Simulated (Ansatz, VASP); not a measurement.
BN in VASP and in Ansatz

```
B N
1.0
     2.49824    0.00000    0.00000
    -1.24912    2.16354    0.00000
     0.00000    0.00000    6.63570
B N
2 2
Cartesian
  0.0000 1.4424 1.6589
  1.2116 0.7861 4.9768
  0.0000 1.4424 4.9768
  1.2491 0.7212 1.6589
```

Alike in both runs: task single point; functional PBE; k mesh 7 × 7 × 3; occupations fermi-dirac, width 0.01 eV; no spin polarisation.

|  | VASP | Ansatz |
| --- | --- | --- |
| version | VASP 6.6.1 | Ansatz 0.2.0 |
| potentials or method | VASP PAW PBE potentials, release 64 (B, N) | plane waves, PAW |
| plane-wave cutoff (eV) | 600 | 420 |
| valence electrons in the cell | 16 | 16 |

|  | VASP | Ansatz | Ansatz less VASP |
| --- | --- | --- | --- |
| rms of the force components (eV/Å) | 1.305 | 1.308 | +0.0030 |

Atom by atom the forces differ by 0.003 eV/Å (rms over components).
